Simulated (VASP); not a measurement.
# Cs in VASP: a series of runs

The runs below take Cs through single point, with PBEsol.

Program: VASP 6.6.1. These are calculated values, not measurements. Logs are shortened: lines on timing, memory, paths and dates and some standing lists are left out, and cuts for length are marked.

**1. The cell of the first run**

The cell holds a slab with vacuum, 5 atoms: a = 8.549 Å, b = 8.549 Å, c = 26.980 Å, α = 90.00°, β = 90.00°, γ = 120.00°.

**2. Single point, PBEsol**

Contents of INCAR:

```
ALGO = Normal
DIPOL = 0.5 0.5 0.500
EDIFF = 1E-6
ENCUT = 520
GGA = PS
IDIPOL = 3
ISIF = 2
ISMEAR = -1
LASPH = True
LCHARG = True
LDIPOL = True
LELF = True
LREAL = False
LVACPOTAV = True
LVHAR = True
LWAVE = False
NBANDS = 30
NELM = 60
PREC = Accurate
SIGMA = 0.1
```

Contents of KPOINTS:

```
k-points
0
Gamma
  6 6 1
```

Contents of POSCAR:

```
Cs
1.0
    8.5489140040      0.0000000000      0.0000000000
   -4.2744570020      7.4035767022      0.0000000000
    0.0000000000      0.0000000000     26.9802000000
Cs
5
Direct
    0.8333333330      0.1666666670      0.3706429336
    0.1666666670      0.8333333330      0.4353214666
    0.5000000000      0.5000000000      0.5000000000
    0.8333333330      0.1666666670      0.5646785334
    0.1666666670      0.8333333330      0.6293570664
```

Potentials or basis: VASP PAW PBE potentials, release 64 (Cs_sv).

Run with:

```console
$ cat potpaw_PBE.64/Cs_sv/POTCAR > POTCAR
$ mpirun -np 1 vasp_std > vasp.out
```

OUTCAR:

```text
EDIFF = 1E-6
   ENCUT = 520
   GGA = PS
   ISIF = 2
   ISMEAR = -1
   LASPH = True
   LREAL = False
   NELM = 60
   PREC = Accurate

 ion  position               nearest neighbor table
   1  0.833  0.167  0.371-
   2  0.167  0.833  0.435-
   3  0.500  0.500  0.500-
   4  0.833  0.167  0.565-
   5  0.167  0.833  0.629-

  LATTYP: Found a hexagonal cell.
 ALAT       =     8.5489140040
 C/A-ratio  =     3.1559798107

  Lattice vectors:

 A1 = (   8.5489140040,   0.0000000000,   0.0000000000)
 A2 = (  -4.2744570020,   7.4035767022,   0.0000000000)
 A3 = (   0.0000000000,   0.0000000000,  26.9802000000)

Analysis of symmetry for initial positions (statically):
=====================================================================
 Subroutine PRICEL returns:
 Original cell was already a primitive cell.

 Routine SETGRP: Setting up the symmetry group for a
 hexagonal supercell.

 Subroutine GETGRP returns: Found 12 space group operations
 (whereof  4 operations were pure point group operations)
 out of a pool of 24 trial point group operations.

The static configuration has the point symmetry C_2h.
 The point group associated with its full space group is D_3d.

Analysis of symmetry for dynamics (positions and initial velocities):
=====================================================================
 Subroutine PRICEL returns:
 Original cell was already a primitive cell.

 Routine SETGRP: Setting up the symmetry group for a
 hexagonal supercell.

 Subroutine GETGRP returns: Found 12 space group operations
 (whereof  4 operations were pure point group operations)
 out of a pool of 24 trial point group operations.

The dynamic configuration has the point symmetry C_2h.
 The point group associated with its full space group is D_3d.

 Subroutine INISYM returns: Found 12 space group operations
 (whereof  4 operations are pure point group operations),
 and found     1 'primitive' translations

----------------------------------------------------------------------------------------

                                     Primitive cell

  volume of cell :    1707.6454

  direct lattice vectors                    reciprocal lattice vectors
     8.548914004  0.000000000  0.000000000     0.116973922  0.067534925  0.000000000
    -4.274457002  7.403576702  0.000000000     0.000000000  0.135069851  0.000000000
     0.000000000  0.000000000 26.980200000     0.000000000  0.000000000  0.037064217

  length of vectors
     8.548914004  8.548914004 26.980200000     0.135069851  0.135069851  0.037064217

  position of ions in fractional coordinates (direct lattice)
     0.833333333  0.166666667  0.370642934
     0.166666667  0.833333333  0.435321467
     0.500000000  0.500000000  0.500000000
     0.833333333  0.166666667  0.564678533
     0.166666667  0.833333333  0.629357066

  ion indices of the primitive-cell ions
   primitive index   ion index
                 1           1
                 2           2
                 3           3
                 4           4
                 5           5

----------------------------------------------------------------------------------------

 KPOINTS: k-points

Automatic generation of k-mesh.
 Grid dimensions read from file:
 generate k-points for:    6    6    1

 Generating k-lattice:

  Cartesian coordinates                     Fractional coordinates (reciprocal lattice)
     0.019495654  0.011255821  0.000000000     0.166666667  0.000000000  0.000000000
     0.000000000  0.022511642  0.000000000     0.000000000  0.166666667  0.000000000
     0.000000000  0.000000000  0.037064217     0.000000000  0.000000000  1.000000000

  Length of vectors
     0.022511642  0.022511642  0.037064217

  Shift w.r.t. Gamma in fractional coordinates (k-lattice)
     0.000000000  0.000000000  0.000000000

 Subroutine IBZKPT returns following result:
 ===========================================

 Found      7 irreducible k-points:

 Following reciprocal coordinates:
            Coordinates               Weight
  0.000000  0.000000  0.000000      1.000000
  0.166667 -0.000000  0.000000      6.000000
  0.333333 -0.000000  0.000000      6.000000
  0.500000 -0.000000  0.000000      3.000000
  0.166667  0.166667  0.000000      6.000000
  0.333333  0.166667  0.000000     12.000000
  0.333333  0.333333  0.000000      2.000000
   k-points           NKPTS =      7   k-points in BZ     NKDIM =      7   number of bands    NBANDS=     30
   number of dos      NEDOS =    301   number of ions     NIONS =      5
   total plane-waves  NPLWV = 860160
   dimension x,y,z NGX =    64 NGY =   64 NGZ =  210
   dimension x,y,z NGXF=   128 NGYF=  128 NGZF=  420
   ions per type =               5
   NGX,Y,Z   is equivalent  to a cutoff of  12.45, 12.45, 12.94 a.u.
   NGXF,Y,Z  is equivalent  to a cutoff of  24.89, 24.89, 25.88 a.u.
 SYSTEM =  unknown system
   PREC   = accura    normal or accurate (medium, high low for compatibility)
   ISTART =      0    job   : 0-new  1-cont  2-samecut
   ICHARG =      2    charge: 1-file 2-atom 10-const
   ISPIN  =      1    spin polarized calculation?
   LNONCOLLINEAR =      F non collinear calculations
   LSORBIT =      F    spin-orbit coupling
   LASPH  =      T    aspherical Exc in radial PAW
   ENCUT  =  520.0 eV  38.22 Ry    6.18 a.u.  15.90 15.90 50.17*2*pi/ulx,y,z
   NELM   =     60;   NELMIN=  2; NELMDL= -5     # of ELM steps
   EDIFF  = 0.1E-05   stopping-criterion for ELM
   LREAL  =      F    real-space projection
[... 7 lines left out ...]
   TEBEG  =    0.0;   TEEND  =   0.0 temperature during run
   PSTRESS=    0.0 pullay stress
   NELECT =      45.0000    total number of electrons
   NUPDOWN=      -1.0000    fix difference up-down
   EMIN   =  10.00;   EMAX   =-10.00  energy-range for DOS
   EFERMI =   0.00;   METHOD = LEGACY
   ISMEAR =    -1;   SIGMA  =   0.10  broadening in eV -4-tet -1-fermi 0-gaus
   EFERMI_NEDOS =   21; number of points for ismear=-14 and -15
   IALGO  =     38    algorithm
   IMIX   =      4    mixing-type and parameters
     AMIX     =   0.40;   BMIX     =  1.00
     AMIX_MAG =   1.60;   BMIX_MAG =  1.00
  volume/ion in A,a.u.               =     341.53      2304.75
  Fermi-wavevector in a.u.,A,eV,Ry     =   0.487169  0.920616  3.229122  0.237334
  Thomas-Fermi vector in A             =   1.488311
   LORBIT       =      0    0 simple, 1 ext, 2 COOP (PROOUT), +10 PAW based schemes
   GGA     = PS    functional components
   LHFCALC =     F    Hartree Fock is set to
   AEXX    =    0.0000 exact exchange contribution
   IVDW    =     0    specifies the selected vdW correction
   LEPSILON=     F    determine dielectric tensor
   LRPA    =     F    only Hartree local field effects (RPA)
 non-spin polarized calculation
  energy-cutoff  :      520.00
  volume of cell :     1707.65
 maximum number of plane-waves:     46020
 NGX is ok and might be reduce to    64
   NGX = 31   NGY = 31   NGZ =101

 dipolmoment           0.000000      0.000000     -0.000000 electrons x Angstroem

 number of electron      44.9999999 magnetization

 dipolmoment           0.000000      0.000000      0.000000 electrons x Angstroem

 Free energy of the ion-electron system (eV)
  ---------------------------------------------------
  ext. energy  EPLUGINS =         0.00000000
  ---------------------------------------------------
  free energy    TOTEN  =        -4.07668954 eV

  energy without entropy =       -3.88472021  energy(sigma->0) =       -3.98070488

 E-fermi :  -1.1538     XC(G=0):  -2.3602

 val. band max:       -1.1824942868   @ k =   0.3333  -0.0000   0.0000
 cond. band min:      -1.0210839344   @ k =   0.3333   0.1667   0.0000
 fundamental gap:      0.1614103524
 Fermi energy:        -1.1537694451

 k-point     1 :       0.0000    0.0000    0.0000
  band No.  band energies     occupation
      1     -25.3779      2.00000
      2     -25.3779      2.00000
      3     -25.0892      2.00000
      4     -25.0883      2.00000
      5     -25.0426      2.00000
      6     -12.1631      2.00000
[... 22 lines left out ...]
     29       0.0755      0.00001
     30       0.0756      0.00001

 k-point     2 :       0.1667   -0.0000    0.0000
  band No.  band energies     occupation
      1     -25.3779      2.00000
      2     -25.3779      2.00000
      3     -25.0891      2.00000
      4     -25.0883      2.00000
      5     -25.0427      2.00000
      6     -12.1634      2.00000
[... 22 lines left out ...]
     29      -0.0626      0.00004
     30       0.1113      0.00001

 k-point     3 :       0.3333   -0.0000    0.0000
  band No.  band energies     occupation
      1     -25.3779      2.00000
      2     -25.3779      2.00000
      3     -25.0889      2.00000
      4     -25.0885      2.00000
      5     -25.0428      2.00000
      6     -12.1644      2.00000
[... 22 lines left out ...]
     29       0.0044      0.00002
     30       0.0771      0.00001

 k-point     4 :       0.5000   -0.0000    0.0000
  band No.  band energies     occupation
      1     -25.3779      2.00000
      2     -25.3779      2.00000
      3     -25.0887      2.00000
      4     -25.0886      2.00000
      5     -25.0429      2.00000
      6     -12.1649      2.00000
[... 22 lines left out ...]
     29       0.0465      0.00001
     30       0.0485      0.00001

 k-point     5 :       0.1667    0.1667    0.0000
  band No.  band energies     occupation
      1     -25.3779      2.00000
      2     -25.3779      2.00000
      3     -25.0890      2.00000
      4     -25.0884      2.00000
      5     -25.0428      2.00000
      6     -12.1640      2.00000
[... 22 lines left out ...]
     29      -0.0664      0.00004
     30       0.0816      0.00001

 k-point     6 :       0.3333    0.1667    0.0000
  band No.  band energies     occupation
      1     -25.3779      2.00000
      2     -25.3779      2.00000
      3     -25.0888      2.00000
      4     -25.0885      2.00000
      5     -25.0429      2.00000
      6     -12.1647      2.00000
[... 22 lines left out ...]
     29      -0.0804      0.00004
     30       0.2337      0.00000

 k-point     7 :       0.3333    0.3333    0.0000
  band No.  band energies     occupation
      1     -25.3779      2.00000
      2     -25.3779      2.00000
      3     -25.0886      2.00000
      4     -25.0886      2.00000
      5     -25.0429      2.00000
      6     -12.1646      2.00000
[... 22 lines left out ...]
     29      -0.0902      0.00005
     30       0.2383      0.00000

------------------------ aborting loop because EDIFF is reached ----------------------------------------

  FORCE on cell =-STRESS in cart. coord.  units (eV):
  Direction    XX          YY          ZZ          XY          YZ          ZX
  --------------------------------------------------------------------------------------
  -------------------------------------------------------------------------------------
  Total       -0.4994551     -0.4994551     -0.2879286      0.0000000      0.0000000      0.0000000
  in kB       -0.4686076     -0.4686076     -0.2701454      0.0000000      0.0000000      0.0000000
  external PRESSURE =      -0.4024536 kB  Pullay stress =       0.0000000 kB

 VOLUME and BASIS-vectors are now :
 -----------------------------------------------------------------------------
  energy-cutoff  :      520.00
  volume of cell :     1707.65
      direct lattice vectors                 reciprocal lattice vectors
     8.548914004  0.000000000  0.000000000     0.116973922  0.067534925  0.000000000
    -4.274457002  7.403576702  0.000000000     0.000000000  0.135069851  0.000000000
     0.000000000  0.000000000 26.980200000     0.000000000  0.000000000  0.037064217

 POSITION                                       TOTAL-FORCE (eV/Angst)
 -----------------------------------------------------------------------------------
      6.41169      1.23393     10.00002         0.000000      0.000000      0.030626
     -2.13723      6.16965     11.74506        -0.000000      0.000000      0.014080
      2.13723      3.70179     13.49010         0.000000     -0.000000      0.000000
      6.41169      1.23393     15.23514         0.000000     -0.000000     -0.014080
     -2.13723      6.16965     16.98018        -0.000000     -0.000000     -0.030626
 -----------------------------------------------------------------------------------
    total drift:                               -0.000000     -0.000000     -0.000000

  FREE ENERGIE OF THE ION-ELECTRON SYSTEM (eV)
  ---------------------------------------------------
  free  energy   TOTEN  =        -4.0766895442 eV

  energy  without entropy=       -3.8847202088  energy(sigma->0) =       -3.98070488

 vacuum level on the upper side and lower side of the slab         0.843         0.843
```

Wall time 25 min (1 thread of Intel Xeon 8259CL, shared host); peak memory 1.5 GiB.

Results:

* Free energy: -4.0767 eV
* Largest force: 0.031 eV/Å
* Band gap on the k mesh: zero (an odd number of electrons rules out a gap without spin polarisation)

Forces in eV/Å, atoms in the order of the input:
```
Cs   0.000  0.000  0.031
Cs   0.000  0.000  0.014
Cs   0.000  0.000  0.000
Cs   0.000  0.000 -0.014
Cs   0.000  0.000 -0.031
```

Caveat: the PAW data sets were made with another functional, which shifts forces and pressure a little; spin-orbit coupling is left out, which moves the levels of the heavy elements.

**3. Single point, PBEsol**

Contents of INCAR:

```
SYSTEM = Cs
PREC     = Accurate       ! precision mode
ENCUT    = 520            ! plane-wave cutoff, eV
EDIFF    = 1E-7           ! SCF threshold, eV
ISMEAR   = -1             ! smearing method
SIGMA    = 0.1            ! smearing width, eV
LREAL    = .False.        ! projectors in reciprocal space
LASPH    = .True.         ! aspherical terms in the spheres
NELM     = 60             ! most SCF steps
ALGO     = Normal         ! electronic algorithm
ISIF     = 2              ! what is computed and relaxed
LWAVE    = .False.        ! write WAVECAR
LCHARG   = .True.         ! write CHGCAR
LDIPOL   = .True.       
IDIPOL   = 3            
DIPOL    = 0.5 0.5 0.500
GGA      = PS             ! functional
LELF     = .True.         ! ELF
LVHAR    = .True.       
LVACPOTAV= .True.       
NBANDS   = 30             ! bands
```

Contents of KPOINTS:

```
Automatic mesh
0
Gamma
  6 6 1
  0 0 0
```

Contents of POSCAR:

```
Cs
1.0
    8.5489140040      0.0000000000      0.0000000000
   -4.2744570020      7.4035767022      0.0000000000
    0.0000000000      0.0000000000     26.9802000000
Cs
5
Direct
    0.8333333333      0.1666666667      0.3771010481
    0.1666666667      0.8333333333      0.4349261186
    0.5000000000      0.5000000000      0.5000000080
    0.8333333333      0.1666666667      0.5650738268
    0.1666666667      0.8333333333      0.6228989984
```

Potentials or basis: VASP PAW PBE potentials, release 64 (Cs_sv).

Run with:

```console
$ cat potpaw_PBE.64/Cs_sv/POTCAR > POTCAR
$ mpirun -np 1 vasp_std > vasp.out
```

Run time: 29 min. Hardware: 1 thread of Intel Xeon 8259CL, shared host; peak memory 1.4 GiB.

It converged, with:

```
Free energy            : -4.0818 eV
Largest force          : 0.003 eV/Å
Band gap on the k mesh : zero (an odd number of electrons rules out a gap without spin polarisation)
```

Forces on the atoms (eV/Å):
```
Cs   0.000  0.000 -0.001
Cs   0.000  0.000 -0.003
Cs   0.000  0.000  0.000
Cs   0.000  0.000  0.003
Cs   0.000  0.000  0.001
```

Levels at points of the mesh, in eV from the Fermi level:
```tsv
k point	band 19	band 20	band 21	band 22	band 23	band 24	band 25	band 26	band 27	band 28
(0.00, 0.00, 0.00)	-10.62	-10.62	-1.43	-0.57	0.43	0.71	0.71	1.01	1.01	1.07
(0.50, 0.00, 0.00)	-10.63	-10.61	-0.64	-0.54	-0.03	0.32	0.34	0.83	0.86	1.01
```

Caveat: the PAW data sets were made with another functional, which shifts forces and pressure a little; spin-orbit coupling is left out, which moves the levels of the heavy elements.

The gap in the log of VASP goes by the Fermi energy; the results here count the filled bands.